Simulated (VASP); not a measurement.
Input of a VASP 6.6.1 run:

Contents of INCAR:

```
SYSTEM = W
PREC = Accurate
ENCUT = 520
EDIFF = 1E-6
ISMEAR = 0
SIGMA = 0.15
LREAL = .False.
LASPH = .True.
NELM = 100
ALGO = Fast
ISIF = 2
LWAVE = .False.
LCHARG = .False.
NBANDS = 13
```

File KPOINTS:

```
regular mesh
0
Gamma
  20 20 20
  0 0 0
```

POSCAR

```
W
1.0
    0.0000000000      2.0909000000      2.0300000000
    2.0909000000      0.0000000000      2.0300000000
    2.0909000000      2.0909000000      0.0000000000
W
1
Direct
    0.0000000000      0.0000000000      0.0000000000
```

Potentials or basis: VASP PAW LDA potentials, release 64 (W_sv).

Run with:

```console
$ cat potpaw_LDA.64/W_sv/POTCAR > POTCAR
$ mpirun -np 1 vasp_std > vasp.out
```

(1) Predict the band gap on the k mesh.

(2) What does it give for the pressure?

Results:

(1) zero (band 7 reaches 12.47 eV, above the bottom of band 8 at 8.86 eV).

(2) -29.0 GPa.

Caveat: the cell differs from its parent crystal (strain +0.030 along x and y, +0.000 along z); spin-orbit coupling is left out, which moves the levels of the heavy elements.
